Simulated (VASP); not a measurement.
Input of a VASP 6.6.1 run:

File POSCAR:

```
GaN
1.0
   -2.2489367689     -2.2489367689      0.0000000000
    2.2489367689     -2.2489367689      0.0000000000
    0.0000000000      0.0000000000      8.6957470756
Ga N
4 4
Direct
    0.5000000000      0.5000000000      0.1939686794
    0.0000000000      0.0000000000      0.4525935853
    0.5000000000      0.5000000000      0.7112184911
    0.0000000000      0.0000000000      0.9698433970
    0.5000000000      0.0000000000      0.3232811323
    0.0000000000      0.5000000000      0.5819060382
    0.5000000000      0.0000000000      0.8405309441
    0.0000000000      0.5000000000      0.0646562265
```

Contents of INCAR.step1:

```
SYSTEM = GaN
ALGO = Normal
EDIFF = 1E-4
ENCUT = 520
GGA = PE
ISMEAR = 0
LASPH = .TRUE.
LCHARG = .FALSE.
LREAL = .FALSE.
LWAVE = .TRUE.
NBANDS = 46
NELM = 100
PREC = Accurate
SIGMA = 0.05
```

Contents of INCAR.step2:

```
SYSTEM = GaN
ALGO = Normal
EDIFF = 1E-7
ENCUT = 520
ISIF = 2
ISMEAR = 0
ISTART = 1
LASPH = .TRUE.
LCHARG = .TRUE.
LELF = .TRUE.
LMIXTAU = .TRUE.
LREAL = .FALSE.
LVHAR = .TRUE.
LWAVE = .FALSE.
METAGGA = R2SCAN
NBANDS = 46
NELM = 100
PREC = Accurate
SIGMA = 0.05
```

The input KPOINTS:

```
k-points
0
G
  8 8 3
  0 0 0
```

Potentials or basis: VASP PAW PBE potentials, release 64 (Ga_d, N).

Command:

```sh
$ cat potpaw_PBE.64/Ga_d/POTCAR potpaw_PBE.64/N/POTCAR > POTCAR
$ cp INCAR.step1 INCAR
$ mpirun -np 1 vasp_std > vasp.out
$ cp INCAR.step2 INCAR
$ mpirun -np 1 vasp_std > vasp.out
```

(1) What does it give for the largest force?

(2) Predict the pressure.

(3) Predict the band gap on the k mesh.

Results:

(1) 4.027 eV/Å.

(2) 9.7 GPa.

(3) 2.16 eV.

Caveat: the cell differs from its parent crystal (the distance across one plane changed); the cell stands under pressure; the PAW data sets were made with another functional, which shifts forces and pressure a little.
